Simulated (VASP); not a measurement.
Crystal: TeAs2.

```
Te As
1.0
    -3.55645    3.55645    2.94052
     3.55645   -3.55645    2.94052
     3.55645    3.55645   -2.94052
Te As
2 4
Direct
  0.75000 0.25000 0.50000
  0.00000 0.00000 0.00000
  0.37500 0.62500 0.25000
  0.37500 0.12500 0.75000
  0.37500 0.62500 0.75000
  0.87500 0.62500 0.25000
```

Base run:

| Property | Result |
| --- | --- |
| Program | VASP 6.6.1 |
| Functional | PBE |
| Potentials or basis | VASP PAW PBE potentials, release 64 (Te, As) |
| Cutoff | 520 eV |
| k mesh | 4 × 4 × 4 |
| Occupations | gaussian, width 0.1 eV |
| Spin | no spin polarisation |

Its results: pressure -1.4 GPa.

Problem. The run is repeated on the same cell with these changes: k mesh from 4 × 4 × 4 to 1 × 1 × 1. What comes out?

Solution. Pressure -15.3 GPa.

Caveats: some runs use coarse meshes.
